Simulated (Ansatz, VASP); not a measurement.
AlCo: VASP beside Ansatz

```
Co Al
1.0
     2.31705    0.00000    0.00000
    -1.15852    2.00662    0.00000
     0.00000    0.00000    3.36480
Co Al
1 1
Direct
  0.00000 0.00000 0.00000
  0.33333 0.66667 0.50000
```

Change from the starting cell: volume scaled by 0.64, PAW files.

Alike in both runs: task single point; functional PBE; k mesh 15 × 15 × 14; occupations fermi-dirac, width 0.1 eV; no spin polarisation.

```csv
,VASP,Ansatz
version,VASP 6.6.1,Ansatz 0.2.0
potentials or method,"VASP PAW PBE potentials, release 64 (Co, Al)","PAW with Ansatz's default frozen-core files, scalar-relativistic"
plane-wave cutoff (eV),520,420
valence electrons in the cell,12,20
```

|  | VASP | Ansatz | Ansatz less VASP |
| --- | --- | --- | --- |
| pressure (GPa) | 184.8 | 184.4 | -0.42 |
| traceless stress, the component that is largest in VASP (GPa) | 0.20 | 0.22 | +0.025 |

Both programs put the cell under a high pressure, so it lies far from rest at this level. VASP's potentials hold 12 valence electrons a cell and Ansatz's 20, so a difference there can come from the potentials and not from the codes.

Noted on VASP's run: the cell as given lies far from equilibrium.
